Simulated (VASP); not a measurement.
Ag: single point with PBE

System: Ag, a slab with vacuum.

```
Ag
1.0
     2.93306    0.00000    0.00000
     0.00000    2.93306    0.00000
     0.00000    0.00000   26.37000
Ag
6
Direct
  0.25000 0.25000 0.30492
  0.75000 0.75000 0.38199
  0.25000 0.25000 0.46072
  0.75000 0.75000 0.53928
  0.25000 0.25000 0.61801
  0.75000 0.75000 0.69508
```

* Program: VASP 6.6.1
* Task: single point
* Functional: PBE
* Potentials or basis: VASP PAW PBE potentials, release 64 (Ag)
* Cutoff: 520 eV
* k mesh: 12 × 12 × 1
* Occupations: fermi-dirac, width 0.1 eV
* Spin: no spin polarisation
* Dipole correction: yes
* Further INCAR settings: ALGO = Normal; EDIFF = 1e-06; NBANDS = 42

* Largest force: 0.006 eV/Å
* Band gap on the k mesh: zero (bands 33 and 34 overlap by 6.01 eV)

Forces in eV/Å, atoms in the order of the input:
```
Ag   0.000  0.000  0.006
Ag   0.000  0.000  0.000
Ag   0.000  0.000 -0.005
Ag   0.000  0.000  0.005
Ag   0.000  0.000  0.000
Ag   0.000  0.000 -0.006
```

Levels at points of the mesh, in eV from the Fermi level:
| k point | band 31 | band 32 | band 33 | band 34 | band 35 | band 36 |
| --- | --- | --- | --- | --- | --- | --- |
| (0.00, 0.00, 0.00) | -2.97 | -2.91 | -2.84 | -2.84 | -1.23 | 0.52 |
| (0.50, 0.00, 0.00) | -0.52 | -0.52 | -0.39 | -0.39 | 0.19 | 0.19 |
| (0.50, 0.50, 0.00) | 2.07 | 2.07 | 3.17 | 3.17 | 4.71 | 4.71 |

Run time: 3.1 min on 1 thread of Intel(R) Xeon(R) 6975P-C (Granite Rapids) (shared host), peak memory 0.42 GiB.
